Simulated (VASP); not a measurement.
Set up this calculation in VASP 6.6.1, as the native input.

```
Task                   : single point
Functional             : r2SCAN
Potentials or basis    : VASP PAW PBE potentials, release 64 (C)
Cutoff                 : 520 eV
k mesh                 : 12 × 12 × 12
Occupations            : gaussian, width 0.01 eV
Spin                   : no spin polarisation
Dipole correction      : no
Further INCAR settings : ALGO = Normal; EDIFF = 1e-06; NBANDS = 11
```

Crystal: C.

```
C
1.0
     1.77124    1.77124    0.00000
    -1.77124    1.77124    0.00000
     0.00000    1.77124    1.78208
C
2
Direct
  0.50000 0.50000 0.00000
  0.75000 0.25000 0.50000
```

This cell differs from its parent crystal: in-plane strain -0.005, then relaxed in part.

The input as run:

POSCAR

```
C
1.0
    1.7712400926      1.7712400926      0.0000000000
   -1.7712400926      1.7712400926      0.0000000000
    0.0000000000      1.7712400926      1.7820837908
C
2
Direct
    0.5000000000      0.5000000000      0.0000000000
    0.7500000000      0.2500000000      0.5000000000
```

INCAR.step1

```
SYSTEM = C
ALGO     = Normal         ! electronic algorithm
EDIFF    = 1E-4           ! SCF threshold, eV
ENCUT    = 520            ! plane-wave cutoff, eV
GGA      = PE             ! functional
ISMEAR   = 0              ! smearing method
LASPH    = .True.         ! aspherical terms in the spheres
LCHARG   = .False.        ! write CHGCAR
LREAL    = .False.        ! projectors in reciprocal space
LWAVE    = .True.         ! write WAVECAR
NBANDS   = 11             ! bands
NELM     = 100            ! most SCF steps
PREC     = Accurate       ! precision mode
SIGMA    = 0.01           ! smearing width, eV
```

INCAR.step2

```
SYSTEM = C
ALGO     = Normal         ! electronic algorithm
EDIFF    = 1E-6           ! SCF threshold, eV
ENCUT    = 520            ! plane-wave cutoff, eV
ISIF     = 2              ! what is computed and relaxed
ISMEAR   = 0              ! smearing method
ISTART   = 1            
LASPH    = .True.         ! aspherical terms in the spheres
LCHARG   = .False.        ! write CHGCAR
LMIXTAU  = .True.       
LREAL    = .False.        ! projectors in reciprocal space
LWAVE    = .False.        ! write WAVECAR
METAGGA  = R2SCAN         ! meta-GGA
NBANDS   = 11             ! bands
NELM     = 100            ! most SCF steps
PREC     = Accurate       ! precision mode
SIGMA    = 0.01           ! smearing width, eV
```

KPOINTS

```
k-points
0
Gamma
  12 12 12
  0 0 0
```

Potentials or basis: VASP PAW PBE potentials, release 64 (C).

Command:

```console
$ cat potpaw_PBE.64/C/POTCAR > POTCAR
$ cp INCAR.step1 INCAR
$ mpirun -np 1 vasp_std > vasp.out
$ cp INCAR.step2 INCAR
$ mpirun -np 1 vasp_std > vasp.out
```

Results of the run:

- Pressure: 5.3 GPa
- Band gap on the k mesh: 4.29 eV (least direct gap 5.82 eV)

Caveat: the cell differs from its parent crystal (in-plane strain -0.005, then relaxed in part); the cell stands under pressure; the PAW data sets were made with another functional, which shifts forces and pressure a little.

Run time: 76 s on 1 thread of Intel Xeon 8259CL, with other jobs on the host, peak memory 0.13 GiB.
